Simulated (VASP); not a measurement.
# Mg (Im-3m) in VASP: settings compared

Aim: see how the results for Mg move with the level of theory and the settings. Levels: LDA, RPBE+D3(BJ), RPBE. Tasks: single point.

Everything below comes from runs of VASP 6.6.1. Logs are shortened: lines on timing, memory, paths and dates and some standing lists are left out, and cuts for length are marked.

## (1) The cell of the first run

It takes space group Im-3m (No. 229, cubic). Conventional cell: a = 3.546 Å, b = 3.546 Å, c = 3.546 Å, α = 90.00°, β = 90.00°, γ = 90.00°. Within 4.0 Å of Mg (site symmetry m-3m) lie 14 Mg at 3.07 to 3.55 Å.

## (2) Single point, LDA

The input, INCAR:

```
SYSTEM = Mg
  PREC = Accurate
  ENCUT = 520
  EDIFF = 1E-7
  ISMEAR = 0
  SIGMA = 0.02
  LREAL = .FALSE.
  LASPH = .TRUE.
  NELM = 80
  ALGO = Fast
  ISIF = 2
  LWAVE = .FALSE.
  LCHARG = .FALSE.
  GGA = CA
  NBANDS = 7
```

The input, KPOINTS:

```
regular mesh
0
G
  11 11 11
  0 0 0
```

The input, POSCAR:

```
Mg
1.0
    3.0705181800      0.0000000000      0.0000000000
   -1.0235060598      2.8949123025      0.0000000000
   -1.0235060598     -1.4474561508      2.5070675960
Mg
1
Direct
    0.0000000000      0.0000000000      0.0000000000
```

Potentials or basis: VASP PAW LDA potentials, release 64 (Mg).

Command:

```sh
cat potpaw_LDA.64/Mg/POTCAR > POTCAR
mpirun -np 1 vasp_std > vasp.out
```

OUTCAR:

```text
SYSTEM = Mg
   PREC = Accurate
   ENCUT = 520
   EDIFF = 1E-7
   ISMEAR = 0
   LREAL = .FALSE.
   LASPH = .TRUE.
   NELM = 80
   ISIF = 2
   GGA = CA

 ion  position               nearest neighbor table
   1  0.000  0.000  0.000-

  LATTYP: Found a body centered cubic cell.
 ALAT       =     3.5455289956

  Lattice vectors:

 A1 = (   3.0705181800,   0.0000000000,   0.0000000000)
 A2 = (  -1.0235060598,   2.8949123025,   0.0000000000)
 A3 = (  -1.0235060598,  -1.4474561508,   2.5070675960)

Analysis of symmetry for initial positions (statically):
=====================================================================
 Subroutine PRICEL returns:
 Original cell was already a primitive cell.

 Routine SETGRP: Setting up the symmetry group for a
 body centered cubic supercell.

 Subroutine GETGRP returns: Found 48 space group operations
 (whereof 48 operations were pure point group operations)
 out of a pool of 48 trial point group operations.

The static configuration has the point symmetry O_h .

Analysis of symmetry for dynamics (positions and initial velocities):
=====================================================================
 Subroutine PRICEL returns:
 Original cell was already a primitive cell.

 Routine SETGRP: Setting up the symmetry group for a
 body centered cubic supercell.

 Subroutine GETGRP returns: Found 48 space group operations
 (whereof 48 operations were pure point group operations)
 out of a pool of 48 trial point group operations.

The dynamic configuration has the point symmetry O_h .

 Subroutine INISYM returns: Found 48 space group operations
 (whereof 48 operations are pure point group operations),
 and found     1 'primitive' translations

----------------------------------------------------------------------------------------

                                     Primitive cell

  volume of cell :      22.2850

  direct lattice vectors                    reciprocal lattice vectors
     3.070518180  0.000000000  0.000000000     0.325677928  0.115144536  0.199436186
    -1.023506060  2.894912302  0.000000000     0.000000000  0.345433607  0.199436186
    -1.023506060 -1.447456151  2.507067596     0.000000000  0.000000000  0.398872372

  length of vectors
     3.070518180  3.070518180  3.070518180     0.398872372  0.398872372  0.398872372

  position of ions in fractional coordinates (direct lattice)
     0.000000000  0.000000000  0.000000000

  ion indices of the primitive-cell ions
   primitive index   ion index
                 1           1

----------------------------------------------------------------------------------------

 KPOINTS: regular mesh

Automatic generation of k-mesh.
 Grid dimensions read from file:
 generate k-points for:   11   11   11

 Generating k-lattice:

  Cartesian coordinates                     Fractional coordinates (reciprocal lattice)
     0.029607084  0.010467685  0.018130562     0.090909091  0.000000000  0.000000000
     0.000000000  0.031403055  0.018130562     0.000000000  0.090909091 -0.000000000
     0.000000000  0.000000000  0.036261125     0.000000000  0.000000000  0.090909091

  Length of vectors
     0.036261125  0.036261125  0.036261125

  Shift w.r.t. Gamma in fractional coordinates (k-lattice)
     0.000000000  0.000000000  0.000000000

 Subroutine IBZKPT returns following result:
 ===========================================

 Found     56 irreducible k-points:

 Following reciprocal coordinates:
            Coordinates               Weight
  0.000000  0.000000  0.000000      1.000000
  0.090909  0.000000  0.000000     12.000000
  0.181818  0.000000  0.000000     12.000000
  0.272727  0.000000  0.000000     12.000000
  0.363636  0.000000  0.000000     12.000000
  0.454545  0.000000  0.000000     12.000000
[... 16 lines left out ...]
  0.272727  0.181818  0.090909     48.000000
  0.363636  0.181818  0.090909     24.000000
 [... further k-points ...]
   k-points           NKPTS =     56   k-points in BZ     NKDIM =     56   number of bands    NBANDS=      7
   number of dos      NEDOS =    301   number of ions     NIONS =      1
   total plane-waves  NPLWV =  13824
   dimension x,y,z NGX =    24 NGY =   24 NGZ =   24
   dimension x,y,z NGXF=    48 NGYF=   48 NGZF=   48
   ions per type =               1
   NGX,Y,Z   is equivalent  to a cutoff of  12.99, 12.99, 12.99 a.u.
   NGXF,Y,Z  is equivalent  to a cutoff of  25.99, 25.99, 25.99 a.u.
 SYSTEM =  Mg
   PREC   = accura    normal or accurate (medium, high low for compatibility)
   ISTART =      0    job   : 0-new  1-cont  2-samecut
   ICHARG =      2    charge: 1-file 2-atom 10-const
   ISPIN  =      1    spin polarized calculation?
   LNONCOLLINEAR =      F non collinear calculations
   LSORBIT =      F    spin-orbit coupling
   LASPH  =      T    aspherical Exc in radial PAW
   ENCUT  =  520.0 eV  38.22 Ry    6.18 a.u.   5.71  5.71  5.71*2*pi/ulx,y,z
   NELM   =     80;   NELMIN=  2; NELMDL= -5     # of ELM steps
   EDIFF  = 0.1E-06   stopping-criterion for ELM
   LREAL  =      F    real-space projection
   EDIFFG = 0.1E-05   stopping-criterion for IOM
   NSW    =      0    number of steps for IOM
   IBRION =     -1    ionic relax: 0-MD 1-quasi-New 2-CG
   NFREE  =      0    steps in history (QN), initial steepest desc. (CG)
   ISIF   =      2    stress and relaxation
   ISYM   =      2    0-nonsym 1-usesym 2-fastsym
   POTIM  = 0.5000    time-step for ionic-motion
   TEBEG  =    0.0;   TEEND  =   0.0 temperature during run
   PSTRESS=    0.0 pullay stress
   NELECT =       2.0000    total number of electrons
   NUPDOWN=      -1.0000    fix difference up-down
   EMIN   =  10.00;   EMAX   =-10.00  energy-range for DOS
   EFERMI =   0.00;   METHOD = LEGACY
   ISMEAR =     0;   SIGMA  =   0.02  broadening in eV -4-tet -1-fermi 0-gaus
   EFERMI_NEDOS =   21; number of points for ismear=-14 and -15
   IALGO  =     68    algorithm
   IMIX   =      4    mixing-type and parameters
     AMIX     =   0.40;   BMIX     =  1.00
     AMIX_MAG =   1.60;   BMIX_MAG =  1.00
  volume/ion in A,a.u.               =      22.29       150.39
  Fermi-wavevector in a.u.,A,eV,Ry     =   0.732960  1.385094  7.309469  0.537231
  Thomas-Fermi vector in A             =   1.825552
   LORBIT       =      0    0 simple, 1 ext, 2 COOP (PROOUT), +10 PAW based schemes
   GGA     = CA    functional components
   LHFCALC =     F    Hartree Fock is set to
   AEXX    =    0.0000 exact exchange contribution
   IVDW    =     0    specifies the selected vdW correction
   LEPSILON=     F    determine dielectric tensor
   LRPA    =     F    only Hartree local field effects (RPA)
 non-spin polarized calculation
 RMM-DIIS sequential band-by-band and
 Gauss-broadening in eV      SIGMA  =   0.02
  energy-cutoff  :      520.00
  volume of cell :       22.29
 maximum number of plane-waves:       615
   NGX = 11   NGY = 11   NGZ = 11

 number of electron       2.0000000 magnetization

 Free energy of the ion-electron system (eV)
  ---------------------------------------------------
  ext. energy  EPLUGINS =         0.00000000
  ---------------------------------------------------
  free energy    TOTEN  =        -1.78080120 eV

  energy without entropy =       -1.78063912  energy(sigma->0) =       -1.78072016

 E-fermi :   2.5948     XC(G=0):  -8.7801

 val. band max:        2.5852896952   @ k =   0.3636   0.1818   0.0909
 cond. band min:       2.7207191717   @ k =  -0.4545   0.4545   0.0909
 fundamental gap:      0.1354294765
 Fermi energy:         2.5948286498

 k-point     1 :       0.0000    0.0000    0.0000
  band No.  band energies     occupation
      1      -4.4199      2.00000
      2      15.7663      0.00000
      3      15.7663      0.00000
      4      15.7663      0.00000
      5      17.8615      0.00000
      6      17.8890      0.00000
      7      17.8894      0.00000

 k-point     2 :       0.0909    0.0000    0.0000
  band No.  band energies     occupation
      1      -4.2218      2.00000
      2      13.7656      0.00000
      3      14.9271      0.00000
      4      14.9517      0.00000
      5      16.4317      0.00000
      6      16.8782      0.00000
      7      18.1755      0.00000

 k-point     3 :       0.1818    0.0000    0.0000
  band No.  band energies     occupation
      1      -3.6301      2.00000
      2      10.6127      0.00000
      3      13.6234      0.00000
      4      13.8457      0.00000
      5      15.0943      0.00000
      6      16.0802      0.00000
      7      18.8035      0.00000

 k-point     4 :       0.2727    0.0000    0.0000
  band No.  band energies     occupation
      1      -2.6523      2.00000
      2       7.6177      0.00000
      3      12.5401      0.00000
      4      12.9725      0.00000
      5      14.0743      0.00000
      6      15.2871      0.00000
      7      19.8185      0.00000

 k-point     5 :       0.3636    0.0000    0.0000
  band No.  band energies     occupation
      1      -1.3010      2.00000
      2       4.9092      0.00000
      3      11.7958      0.00000
      4      12.3857      0.00000
      5      13.3929      0.00000
      6      14.6663      0.00000
      7      20.6850      0.00000
[... 161 lines left out ...]
 k-point    22 :       0.1818    0.1818    0.0909
  band No.  band energies     occupation
      1      -1.1098      2.00000
      2       6.6950      0.00000
      3       7.3967      0.00000
      4       9.4480      0.00000
      5      18.6118      0.00000
      6      19.0416      0.00000
      7      20.7337      0.00000

 k-point    23 :       0.2727    0.1818    0.0909
  band No.  band energies     occupation
      1       0.4019      2.00000
      2       4.4863      0.00000
      3       6.5904      0.00000
      4       8.8707      0.00000
      5      18.4459      0.00000
      6      19.7089      0.00000
      7      21.0277      0.00000

 k-point    24 :       0.3636    0.1818    0.0909
  band No.  band energies     occupation
      1       1.9952      2.00000
      2       2.5853      1.50001
      3       6.3885      0.00000
      4       8.6830      0.00000
      5      18.3156      0.00000
      6      19.8812      0.00000
      7      21.6216      0.00000

 [... further k-points ...]
[... 5 lines left out ...]
  --------------------------------------------------------------------------------------
  -------------------------------------------------------------------------------------
  Total       -0.2277439     -0.2277439     -0.2277439     -0.0000000     -0.0000000     -0.0000000
  in kB      -16.3735992    -16.3735992    -16.3735992     -0.0000000     -0.0000000     -0.0000000
  external PRESSURE =     -16.3735992 kB  Pullay stress =       0.0000000 kB

 VOLUME and BASIS-vectors are now :
 -----------------------------------------------------------------------------
  energy-cutoff  :      520.00
  volume of cell :       22.29
      direct lattice vectors                 reciprocal lattice vectors
     3.070518180  0.000000000  0.000000000     0.325677928  0.115144536  0.199436186
    -1.023506060  2.894912302  0.000000000     0.000000000  0.345433607  0.199436186
    -1.023506060 -1.447456151  2.507067596     0.000000000  0.000000000  0.398872372

 POSITION                                       TOTAL-FORCE (eV/Angst)
 -----------------------------------------------------------------------------------
      0.00000      0.00000      0.00000         0.000000     -0.000000      0.000000
 -----------------------------------------------------------------------------------
    total drift:                                0.000000      0.000000      0.000000

  FREE ENERGIE OF THE ION-ELECTRON SYSTEM (eV)
  ---------------------------------------------------
  free  energy   TOTEN  =        -1.7808012039 eV

  energy  without entropy=       -1.7806391248  energy(sigma->0) =       -1.78072016
```

It took 3.7 s on 1 thread of AMD EPYC 9R45 (Zen 5), shared host; peak memory 0.1 GiB.

Results:

| Item | Value |
| --- | --- |
| Free energy | -1.7808 eV |
| Pressure | -1.6 GPa |
| Band gap on the k mesh | zero (band 1 reaches 4.93 eV, above the bottom of band 2 at 1.84 eV) |

Levels at points of the mesh, in eV from the Fermi level:
```tsv
k point	band 1	band 2	band 3	band 4	band 5
(0.00, 0.00, 0.00)	-7.01	13.17	13.17	13.17	15.27
```

## (3) Single point, RPBE+D3(BJ)

This run uses another cell than the first one, of 16.58 Å³/atom, 0.744 times its volume.

The input, INCAR:

```
PREC     = Accurate       # precision mode
ENCUT    = 520            # plane-wave cutoff, eV
EDIFF    = 1E-6           # SCF threshold, eV
ISMEAR   = 1              # smearing method
SIGMA    = 0.2            # smearing width, eV
LREAL    = False          # projectors in reciprocal space
LASPH    = True           # aspherical terms in the spheres
NELM     = 60             # most SCF steps
ALGO     = Normal         # electronic algorithm
ISIF     = 2              # what is computed and relaxed
LWAVE    = False          # write WAVECAR
LCHARG   = False          # write CHGCAR
GGA      = RP             # functional
IVDW     = 12             # dispersion correction
NBANDS   = 7              # bands
```

The input, KPOINTS:

```
regular mesh
0
Gamma
  11 11 11
```

The input, POSCAR:

```
Mg
1.0
   -1.6064570980      1.6064570980      1.6064570980
    1.6064570980     -1.6064570980      1.6064570980
    1.6064570980      1.6064570980     -1.6064570980
Mg
1
Direct
    0.0000000000      0.0000000000      0.0000000000
```

Potentials or basis: VASP PAW PBE potentials, release 64 (Mg).

Command:

```sh
cat potpaw_PBE.64/Mg/POTCAR > POTCAR
mpirun -np 1 vasp_std > vasp.out
```

Run time: 6.9 s. Hardware: 1 thread of Intel Xeon 8259CL, shared host; peak memory 0.14 GiB.

Results (log left out):

| Item | Value |
| --- | --- |
| Free energy | -2.9275 eV |
| Pressure | 0.0 GPa |
| Band gap on the k mesh | zero (band 1 reaches 7.23 eV, above the bottom of band 2 at 4.03 eV) |
| Dispersion energy per atom | -1.996 eV |

Levels at points of the mesh, in eV from the Fermi level:
| k point | band 1 | band 2 | band 3 | band 4 | band 5 |
| --- | --- | --- | --- | --- | --- |
| (0.00, 0.00, 0.00) | -8.60 | 15.33 | 15.33 | 15.33 | 17.66 |

Caveat: the PAW data sets were made with another functional, which shifts forces and pressure a little; pairwise dispersion overbinds metals, which lowers pressure and volume.

## (4) Single point, RPBE

The input, INCAR:

```
SYSTEM = Mg
PREC = Accurate
ENCUT = 520
EDIFF = 1E-6
ISMEAR = 0
SIGMA = 0.02
LREAL = .FALSE.
LASPH = .TRUE.
NELM = 60
ALGO = Fast
ISIF = 2
LWAVE = .FALSE.
LCHARG = .FALSE.
GGA = RP
NBANDS = 7
```

The input, KPOINTS:

```
Automatic mesh
0
G
  11 11 11
  0 0 0
```

The input, POSCAR:

```
Mg
1.0
   -1.7727644967      1.7727644967      1.7727644967
    1.7727644967     -1.7727644967      1.7727644967
    1.7727644967      1.7727644967     -1.7727644967
Mg
1
Direct
    0.0000000000      0.0000000000      0.0000000000
```

Command:

```sh
cat potpaw_PBE.64/Mg/POTCAR > POTCAR
mpirun -np 1 vasp_std > vasp.out
```

Wall time 7.4 s (1 thread of Intel Xeon 8259CL, shared host); peak memory 0.14 GiB.

The run converged. Its results:

| Property | Result |
| --- | --- |
| Free energy | -1.3094 eV |
| Pressure | 2.0 GPa |
| Band gap on the k mesh | zero (band 1 reaches 5.19 eV, above the bottom of band 2 at 2.18 eV) |

Levels at points of the mesh, in eV from the Fermi level:
```
           k point  band 1  band 2  band 3  band 4
(0.00, 0.00, 0.00)   -7.07   13.26   13.26   13.26
```

Caveat: the PAW data sets were made with another functional, which shifts forces and pressure a little.

## (5) Summary

| level | potentials or basis | cell | smearing | gap on the mesh (eV) | pressure (GPa) |
| --- | --- | --- | --- | --- | --- |
| LDA | VASP PAW LDA potentials, release 64 (Mg) | a = 3.071 Å, angles 109.5°, 1 atom | gaussian 0.02 eV | none | -1.6 |
| RPBE+D3(BJ) | VASP PAW PBE potentials, release 64 (Mg) | a = 2.782 Å, angles 109.5°, 1 atom | methfessel-paxton 0.2 eV | none | 0.0 |
| RPBE | VASP PAW PBE potentials, release 64 (Mg) | a = 3.071 Å, angles 109.5°, 1 atom | gaussian 0.02 eV | none | 2.0 |

Alike in all rows: task single point; no spin polarisation; k mesh 11 × 11 × 11; cutoff (eV) 520.

Caveats: the PAW data sets were made with another functional, which shifts forces and pressure a little (some runs); pairwise dispersion overbinds metals, which lowers pressure and volume (some runs).

Total energies depend on the potentials used, so only differences within one code and one set of settings carry meaning.
